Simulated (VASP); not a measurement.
**HfSiF: single point with PBE**

HfSiF:

```
CELL_PARAMETERS angstrom
3.39380 0.00000 0.00000
0.00000 3.39380 0.00000
0.00000 0.00000 7.44233
ATOMIC_POSITIONS crystal
Hf 0.00000 0.50000 0.28021
Hf 0.50000 0.00000 0.71979
Si 0.50000 0.00000 0.08765
Si 0.00000 0.50000 0.91235
F 0.00000 0.00000 0.50000
F 0.50000 0.50000 0.50000
```

```
Program             : VASP 6.6.1
Task                : single point
Functional          : PBE
Potentials or basis : VASP PAW PBE potentials, release 64 (Hf_pv, Si, F)
Cutoff              : 520 eV
k mesh              : 12 × 12 × 6
Occupations         : gaussian, width 0.1 eV
Spin                : no spin polarisation
```

The pressure is -1.1 GPa. The largest force is 0.141 eV/Å and the band gap on the k mesh is zero (band 21 reaches 7.58 eV, above the bottom of band 22 at 5.87 eV).

Forces on the atoms (eV/Å):
```
Hf   0.000  0.000  0.141
Hf   0.000  0.000 -0.141
Si   0.000  0.000  0.006
Si   0.000  0.000 -0.006
F    0.000  0.000  0.000
F    0.000  0.000  0.000
```

Stress tensor (GPa, compression positive):
```
-0.91  0.00  0.00
 0.00 -0.91  0.00
 0.00  0.00 -1.52
```

Levels at points of the mesh, in eV from the Fermi level:
```csv
k point,band 19,band 20,band 21,band 22,band 23,band 24
"(0.00, 0.00, 0.00)",-0.74,-0.74,-0.37,0.70,2.10,2.10
"(0.50, 0.00, 0.00)",-0.73,-0.73,0.15,0.15,2.50,2.50
"(0.50, 0.50, 0.00)",-2.40,-2.40,-0.91,-0.91,3.98,3.98
"(0.00, 0.00, 0.50)",-0.79,-0.47,-0.17,0.09,2.32,2.39
"(0.50, 0.00, 0.50)",-0.55,-0.55,0.28,0.28,2.33,2.33
"(0.50, 0.50, 0.50)",-2.01,-2.01,-0.95,-0.95,3.68,3.68
```

Run time: 3 min on 1 thread of Intel(R) Xeon(R) Platinum 8488C (Sapphire Rapids), with other jobs on the host, peak memory 0.38 GiB.

Caveat: spin-orbit coupling is left out, which moves the levels of the heavy elements.
